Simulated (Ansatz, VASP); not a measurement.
## BN in VASP and in Ansatz

```
B N
1.0
     0.00000    1.73985    1.73985
     1.73985    0.00000    1.73985
     1.73985    1.73985    0.00000
B N
1 1
Direct
  0.00000 0.00000 0.00000
  0.75000 0.75000 0.75000
```

Change from the starting cell: strain -0.040 along x and y, -0.040 along z, atoms carried along.

Alike in both runs: task single point; functional PBE; k mesh 12 × 12 × 12; occupations gaussian, width 0.05 eV; no spin polarisation.

|  | VASP | Ansatz |
| --- | --- | --- |
| version | VASP 6.6.1 | Ansatz 0.2.0 |
| potentials or method | VASP PAW PBE potentials, release 64 (B, N), cutoff 600 eV | scalar-relativistic, plane waves, PAW |
| valence electrons in the cell | 8 | 8 |

```tsv
	VASP	Ansatz	Ansatz less VASP
gap on the k mesh at the Fermi level (eV)	4.57	4.59	+0.015
least direct gap on the mesh (eV)	9.37	9.38	+0.014
pressure (GPa)	57.3	56.9	-0.35
```

Both programs put the cell under a high pressure, so it lies far from rest at this level.
